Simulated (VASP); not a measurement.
## Ca: single point with PBEsol

The system is Ca.

```
CELL_PARAMETERS angstrom
-2.09494 2.20520 2.19611
2.09494 -2.20520 2.19611
2.09494 2.20520 -2.19611
ATOMIC_POSITIONS crystal
Ca 0.50000 0.50000 0.00000
```

This cell differs from its parent crystal: strain -0.0500 x Voigt [1, 0, 0, 0, 0, 0].

```yaml
Program: VASP 6.6.1
Task: single point
Functional: PBEsol
Potentials_or_basis: VASP PAW PBE potentials, release 64 (Ca_sv)
Cutoff: 520 eV
k_mesh: 16 × 16 × 16
Occupations: gaussian, width 0.15 eV
Spin: no spin polarisation
Dipole_correction: no
Further_INCAR_settings: ALGO = Fast; EDIFF = 1e-06; NBANDS = 11
```

```json
{
  "Pressure": "-0.1 GPa",
  "Band gap on the k mesh": "zero (band 5 reaches 2.42 eV, above the bottom of band 6 at 1.99 eV)"
}
```

Levels at points of the mesh, in eV from the Fermi level:
```
           k point  band 1  band 2  band 3  band 4  band 5  band 6  band 7  band 8  band 9  band 10
(0.00, 0.00, 0.00)  -41.79  -22.78  -22.78  -22.77   -4.15    2.18    2.41    2.43    3.28     3.59
(0.50, 0.00, 0.00)  -41.78  -22.94  -22.83  -22.77   -1.01   -0.10    1.53    3.16    3.66     4.51
(0.00, 0.50, 0.00)  -41.77  -22.94  -22.83  -22.78   -0.90    0.08    1.23    3.41    3.83     4.55
(0.50, 0.50, 0.00)  -41.77  -22.94  -22.83  -22.78   -0.91    0.07    1.25    3.38    3.83     4.54
(0.50, 0.50, 0.50)  -41.76  -22.90  -22.90  -22.89   -0.05    0.04    3.76    3.83    4.28     4.28
```

Run time: 3.5 min on 1 thread of Oxide Virtual Turin-like Processor, on a shared host, peak memory 0.34 GiB.

Caveat: the cell differs from its parent crystal (strain -0.0500 x Voigt [1, 0, 0, 0, 0, 0]); the PAW data sets were made with another functional, which shifts forces and pressure a little.
